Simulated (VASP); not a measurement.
Write the native input for VASP 6.6.1 that does the following.

- Task: single point
- Functional: PBE
- Potentials or basis: VASP PAW PBE potentials, release 64 (Mg, O)
- Cutoff: 520 eV
- k mesh: 6 × 6 × 6
- Occupations: gaussian, width 0.05 eV
- Spin: no spin polarisation
- Dipole correction: no
- Further INCAR settings: ALGO = Normal; EDIFF = 1e-07; NBANDS = 16

The structure of MgO lies in POSCAR:

```
MgO
1.0
    3.4863778627      0.0000000000      0.0000000000
   -1.7431889314      3.0192917963      0.0000000000
    0.0000000000      0.0000000000      4.1780412200
Mg O
2 2
Direct
    0.6666666667      0.3333333333      0.7500000000
    0.3333333333      0.6666666667      0.2500000000
    0.6666666667      0.3333333333      0.1422940258
    0.3333333333      0.6666666667      0.7500000000
```

This cell differs from its parent crystal: atom 3 (O) moved by (+0.000, -0.450) A along x and z.

These files were run (other wordings do the same):

INCAR

```
SYSTEM = MgO
ALGO = Normal
EDIFF = 1E-7
ENCUT = 520
GGA = PE
ISIF = 2
ISMEAR = 0
LASPH = .True.
LCHARG = .False.
LREAL = .False.
LWAVE = .False.
NBANDS = 16
NELM = 80
PREC = Accurate
SIGMA = 0.05
```

KPOINTS

```
k-points
0
Gamma
  6 6 6
  0 0 0
```

Potentials or basis: VASP PAW PBE potentials, release 64 (Mg, O).

Command:

```bash
$ cat potpaw_PBE.64/Mg/POTCAR potpaw_PBE.64/O/POTCAR > POTCAR
$ mpirun -np 1 vasp_std > vasp.out
```

Results of the run:

```yaml
Pressure: 17.4 GPa
Largest_force: 9.824 eV/Å
Band_gap_on_the_k_mesh: 3.31 eV, indirect (least direct gap 3.45 eV)
```

Caveat: the cell differs from its parent crystal (atom 3 (O) moved by (+0.000, -0.450) A along x and z); forces of over 1 eV/Å act on the atoms, so gaps and moduli don't describe the material at rest.

Run time: 27 s on 1 thread of Intel(R) Xeon(R) Platinum 8259CL CPU @ 2.50GHz (Skylake/Cascade Lake) (shared host), peak memory 0.17 GiB.
